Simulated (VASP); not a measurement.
# TaN (P6_3/mmc) in VASP: notebook

TaN is run at these levels: PBE; tasks: single point.

Everything below comes from runs of VASP 6.6.1. Logs are shortened: lines on timing, memory, paths and dates and some standing lists are left out, and cuts for length are marked.

### Step 1. The cell of the first run

It takes space group P6_3/mmc (No. 194, hexagonal). Conventional cell: a = 3.048 Å, b = 3.048 Å, c = 4.770 Å, α = 90.00°, β = 90.00°, γ = 120.00°. Within 2.8 Å of Ta (site symmetry -3m) lie 6 N at 2.13 Å and 2 Ta at 2.39 Å. N (site symmetry -6m2) has 6 Ta at 2.13 Å within 2.8 Å.

### Step 2. Single point, PBE (zz strain of -3 %)

The input, INCAR:

```
ALGO = Normal
EDIFF = 1E-6
ENCUT = 520
GGA = PE
ISIF = 2
ISMEAR = -1
LASPH = T
LCHARG = T
LELF = T
LREAL = F
LVHAR = T
LWAVE = F
NBANDS = 24
NELM = 60
PREC = Accurate
SIGMA = 0.01
```

The input, KPOINTS:

```
k-points
0
Gamma
  9 9 5
```

The input, POSCAR:

```
TaN
1.0
    3.0480019786      0.0000000000      0.0000000000
   -1.5240009893      2.6396471442      0.0000000000
    0.0000000000      0.0000000000      4.7704600000
Ta N
2 2
Direct
    0.0000000000      0.0000000000      0.0000000000
    0.0000000000      0.0000000000      0.5000000000
    0.3333333333      0.6666666667      0.2500000000
    0.6666666667      0.3333333333      0.7500000000
```

Potentials or basis: VASP PAW PBE potentials, release 64 (Ta_pv, N).

Run with:

```console
cat potpaw_PBE.64/Ta_pv/POTCAR potpaw_PBE.64/N/POTCAR > POTCAR
mpirun -np 1 vasp_std > vasp.out
```

OUTCAR:

```text
EDIFF = 1E-6
   ENCUT = 520
   GGA = PE
   ISIF = 2
   ISMEAR = -1
   LASPH = T
   LREAL = F
   NELM = 60
   PREC = Accurate

 ion  position               nearest neighbor table
   1  0.000  0.000  0.000-   3 2.13   4 2.13   3 2.13   4 2.13   4 2.13   3 2.13   2 2.39   2 2.39

   2  0.000  0.000  0.500-   3 2.13   4 2.13   3 2.13   4 2.13   4 2.13   3 2.13   1 2.39   1 2.39

   3  0.333  0.667  0.250-   1 2.13   2 2.13   1 2.13   2 2.13   1 2.13   2 2.13
   4  0.667  0.333  0.750-   1 2.13   2 2.13   1 2.13   2 2.13   1 2.13   2 2.13

  LATTYP: Found a hexagonal cell.
 ALAT       =     3.0480019786
 C/A-ratio  =     1.5651105326

  Lattice vectors:

 A1 = (   3.0480019786,   0.0000000000,   0.0000000000)
 A2 = (  -1.5240009893,   2.6396471442,   0.0000000000)
 A3 = (   0.0000000000,   0.0000000000,   4.7704600000)

Analysis of symmetry for initial positions (statically):
=====================================================================
 Subroutine PRICEL returns:
 Original cell was already a primitive cell.

 Routine SETGRP: Setting up the symmetry group for a
 hexagonal supercell.

 Subroutine GETGRP returns: Found 24 space group operations
 (whereof 12 operations were pure point group operations)
 out of a pool of 24 trial point group operations.

The static configuration has the point symmetry D_3d.
 The point group associated with its full space group is D_6h.

Analysis of symmetry for dynamics (positions and initial velocities):
=====================================================================
 Subroutine PRICEL returns:
 Original cell was already a primitive cell.

 Routine SETGRP: Setting up the symmetry group for a
 hexagonal supercell.

 Subroutine GETGRP returns: Found 24 space group operations
 (whereof 12 operations were pure point group operations)
 out of a pool of 24 trial point group operations.

The dynamic configuration has the point symmetry D_3d.
 The point group associated with its full space group is D_6h.

 Subroutine INISYM returns: Found 24 space group operations
 (whereof 12 operations are pure point group operations),
 and found     1 'primitive' translations

----------------------------------------------------------------------------------------

                                     Primitive cell
[... 85 lines left out ...]
 SYSTEM =  unknown system
   PREC   = accura    normal or accurate (medium, high low for compatibility)
   ISTART =      0    job   : 0-new  1-cont  2-samecut
   ICHARG =      2    charge: 1-file 2-atom 10-const
   ISPIN  =      1    spin polarized calculation?
   LNONCOLLINEAR =      F non collinear calculations
   LSORBIT =      F    spin-orbit coupling
   LASPH  =      T    aspherical Exc in radial PAW
   ENCUT  =  520.0 eV  38.22 Ry    6.18 a.u.   5.67  5.67  8.87*2*pi/ulx,y,z
   NELM   =     60;   NELMIN=  2; NELMDL= -5     # of ELM steps
   EDIFF  = 0.1E-05   stopping-criterion for ELM
   LREAL  =      F    real-space projection
   EDIFFG = 0.1E-04   stopping-criterion for IOM
   NSW    =      0    number of steps for IOM
   IBRION =     -1    ionic relax: 0-MD 1-quasi-New 2-CG
   NFREE  =      0    steps in history (QN), initial steepest desc. (CG)
   ISIF   =      2    stress and relaxation
   ISYM   =      2    0-nonsym 1-usesym 2-fastsym
   POTIM  = 0.5000    time-step for ionic-motion
   TEBEG  =    0.0;   TEEND  =   0.0 temperature during run
   PSTRESS=    0.0 pullay stress
   NELECT =      32.0000    total number of electrons
   NUPDOWN=      -1.0000    fix difference up-down
   EMIN   =  10.00;   EMAX   =-10.00  energy-range for DOS
   EFERMI =   0.00;   METHOD = LEGACY
   ISMEAR =    -1;   SIGMA  =   0.01  broadening in eV -4-tet -1-fermi 0-gaus
   EFERMI_NEDOS =   21; number of points for ismear=-14 and -15
   IALGO  =     38    algorithm
   IMIX   =      4    mixing-type and parameters
     AMIX     =   0.40;   BMIX     =  1.00
     AMIX_MAG =   1.60;   BMIX_MAG =  1.00
  volume/ion in A,a.u.               =       9.60        64.75
  Fermi-wavevector in a.u.,A,eV,Ry     =   1.540817  2.911722 32.301819  2.374117
  Thomas-Fermi vector in A             =   2.646850
   LORBIT       =      0    0 simple, 1 ext, 2 COOP (PROOUT), +10 PAW based schemes
   GGA     = PE    functional components
   LHFCALC =     F    Hartree Fock is set to
   AEXX    =    0.0000 exact exchange contribution
   IVDW    =     0    specifies the selected vdW correction
   LEPSILON=     F    determine dielectric tensor
   LRPA    =     F    only Hartree local field effects (RPA)
 non-spin polarized calculation
  energy-cutoff  :      520.00
  volume of cell :       38.38
 maximum number of plane-waves:      1085
 NGX is ok and might be reduce to    24
   NGX = 11   NGY = 11   NGZ = 17

 number of electron      31.9999992 magnetization

 Free energy of the ion-electron system (eV)
  ---------------------------------------------------
  ext. energy  EPLUGINS =         0.00000000
  ---------------------------------------------------
  free energy    TOTEN  =       -40.29528058 eV

  energy without entropy =      -40.29345561  energy(sigma->0) =      -40.29436809

 E-fermi :  10.2677     XC(G=0): -13.9044

 val. band max:       10.2536024393   @ k =   0.3333   0.2222   0.2000
 cond. band min:      10.2794647945   @ k =   0.3333   0.1111   0.2000
 fundamental gap:      0.0258623552
 Fermi energy:        10.2677352707

 k-point     1 :       0.0000    0.0000    0.0000
  band No.  band energies     occupation
      1     -27.3125      2.00000
      2     -25.1222      2.00000
      3     -25.1222      2.00000
      4     -24.6315      2.00000
      5     -24.6315      2.00000
      6     -23.5507      2.00000
[... 637 lines left out ...]
     23      17.8143      0.00000
     24      17.8143      0.00000

 [... further k-points ...]
[... 5 lines left out ...]
  --------------------------------------------------------------------------------------
  -------------------------------------------------------------------------------------
  Total       11.5068528     11.5068528     36.5927279      0.0000000      0.0000000     -0.0000000
  in kB      480.3366908    480.3366908   1527.5097415      0.0000000      0.0000000     -0.0000000
  external PRESSURE =     829.3943744 kB  Pullay stress =       0.0000000 kB

 VOLUME and BASIS-vectors are now :
 -----------------------------------------------------------------------------
  energy-cutoff  :      520.00
  volume of cell :       38.38
      direct lattice vectors                 reciprocal lattice vectors
     3.048001979  0.000000000  0.000000000     0.328083777  0.189419257  0.000000000
    -1.524000989  2.639647144  0.000000000     0.000000000  0.378838513  0.000000000
     0.000000000  0.000000000  4.770460000     0.000000000  0.000000000  0.209623391

 POSITION                                       TOTAL-FORCE (eV/Angst)
 -----------------------------------------------------------------------------------
      0.00000      0.00000      0.00000         0.000000      0.000000     -0.000000
      0.00000      0.00000      2.38523         0.000000      0.000000     -0.000000
     -0.00000      1.75976      1.19261        -0.000000      0.000000     -0.000000
      1.52400      0.87988      3.57784         0.000000     -0.000000      0.000000
 -----------------------------------------------------------------------------------
    total drift:                               -0.000000      0.000000      0.000000

  FREE ENERGIE OF THE ION-ELECTRON SYSTEM (eV)
  ---------------------------------------------------
  free  energy   TOTEN  =       -40.2952805777 eV

  energy  without entropy=      -40.2934556117  energy(sigma->0) =      -40.29436809
```

OSZICAR:

```text
N       E                     dE             d eps       ncg     rms          rms(c)
DAV:   1     0.277815521004E+03    0.27782E+03   -0.17232E+04  1728   0.143E+03
DAV:   2    -0.320596194893E+02   -0.30988E+03   -0.29444E+03  2040   0.420E+02
DAV:   3    -0.455327329380E+02   -0.13473E+02   -0.13266E+02  2160   0.861E+01
DAV:   4    -0.456774522037E+02   -0.14472E+00   -0.14446E+00  1896   0.925E+00
DAV:   5    -0.456792996125E+02   -0.18474E-02   -0.18463E-02  2208   0.839E-01    0.438E+01
DAV:   6    -0.404762556488E+02    0.52030E+01   -0.18789E+01  2064   0.309E+01    0.200E+01
DAV:   7    -0.403417996927E+02    0.13446E+00   -0.11661E+00  1936   0.783E+00    0.118E+01
DAV:   8    -0.403032834639E+02    0.38516E-01   -0.11923E-01  2136   0.252E+00    0.153E+00
DAV:   9    -0.402955129845E+02    0.77705E-02   -0.24354E-02  2080   0.100E+00    0.511E-01
DAV:  10    -0.402953829849E+02    0.13000E-03   -0.28711E-03  2040   0.409E-01    0.111E-01
DAV:  11    -0.402952818518E+02    0.10113E-03   -0.20260E-04  2080   0.108E-01    0.180E-02
DAV:  12    -0.402952814908E+02    0.36103E-06   -0.12580E-05  2120   0.217E-02    0.545E-03
DAV:  13    -0.402952805777E+02    0.91310E-06   -0.24662E-07  1192   0.412E-03
   1 F= -.40295281E+02 E0= -.40294368E+02  d E =-.182497E-02
```

It took 21 s on 1 thread of AMD EPYC 7R13 (Zen 3), shared host; peak memory 0.14 GiB.

Results:

```yaml
Free_energy: -40.2953 eV
Pressure: 82.9 GPa
Band_gap_on_the_k_mesh: zero (band 16 reaches 11.25 eV, above the bottom of band 17 at 8.02 eV)
```

Levels at points of the mesh, in eV from the Fermi level:
```
           k point  band 13  band 14  band 15  band 16  band 17  band 18  band 19  band 20
(0.00, 0.00, 0.00)    -3.77    -3.77    -3.59    -2.25    -2.25    -0.59    -0.59     3.13
```

Caveat: the cell differs from its parent crystal (zz strain of -3 %); spin-orbit coupling is left out, which moves the levels of the heavy elements.

(Continued in part 2 of 2.)
